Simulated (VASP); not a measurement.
WC (Qusongite), 2 atoms in the cell. The structure is hexagonal, space group P-6m2 (No. 187). Conventional cell: a = 2.926 Å, b = 2.926 Å, c = 2.855 Å, α = 90.00°, β = 90.00°, γ = 120.00°. W (site symmetry -6m2) has 6 C at 2.21 Å and 2 W at 2.86 Å within 2.9 Å. C (site symmetry -6m2) has 6 W at 2.21 Å and 2 C at 2.86 Å within 2.9 Å. 

| Property | Result |
| --- | --- |
| Program | VASP 6.6.1 |
| Task | single point |
| Functional | revPBE |
| Potentials or basis | VASP PAW PBE potentials, release 64 (W_sv, C) |
| Cutoff | 520 eV |
| k mesh | 10 × 10 × 9 |
| Occupations | fermi-dirac, width 0.05 eV |
| Spin | no spin polarisation |
| Dipole correction | no |
| Further INCAR settings | ALGO = Normal; EDIFF = 1e-07; NBANDS = 16 |

Potentials or basis: VASP PAW PBE potentials, release 64 (W_sv, C).

Command:

```sh
$ cat potpaw_PBE.64/W_sv/POTCAR potpaw_PBE.64/C/POTCAR > POTCAR
$ mpirun -np 1 vasp_std > vasp.out
```

Hardware: 1 thread of Intel(R) Xeon(R) Platinum 8259CL CPU @ 2.50GHz (Skylake/Cascade Lake), on a shared host.

**Question.** How long does it take, and how much memory?

**Answer.** It took 13 s on 1 thread of Intel(R) Xeon(R) Platinum 8259CL CPU @ 2.50GHz (Skylake/Cascade Lake), on a shared host, peak memory 0.15 GiB. Counts: scf iterations 13, k points 70.
